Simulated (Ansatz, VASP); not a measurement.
**One calculation of Be, two programs**

```
Be
1.0
    -1.25312    1.25312    1.29071
     1.25312   -1.25312    1.29071
     1.25312    1.25312   -1.29071
Be
1
Cartesian
  0.0000 0.0000 0.0000
```

Change from the starting cell: zz strain of +3 %.

Alike in both runs: task single point; functional PBEsol; k mesh 23 × 23 × 23; occupations fermi-dirac, width 0.03 eV; no spin polarisation.

|  | VASP | Ansatz |
| --- | --- | --- |
| version | VASP 6.6.1 | Ansatz 0.2.0 |
| potentials or method | VASP PAW PBE potentials, release 64 (Be), cutoff 520 eV | all-electron LAPW, scalar-relativistic |

|  | VASP | Ansatz | Ansatz less VASP |
| --- | --- | --- | --- |
| pressure (GPa) | -4.9 | -5.4 | -0.42 |
| traceless stress, the component that is largest in VASP (GPa) | -0.14 | -0.14 | +0.003 |

VASP's potentials were made for PBE, not for PBEsol. Ansatz ran all-electron here, and VASP with PAW potentials.
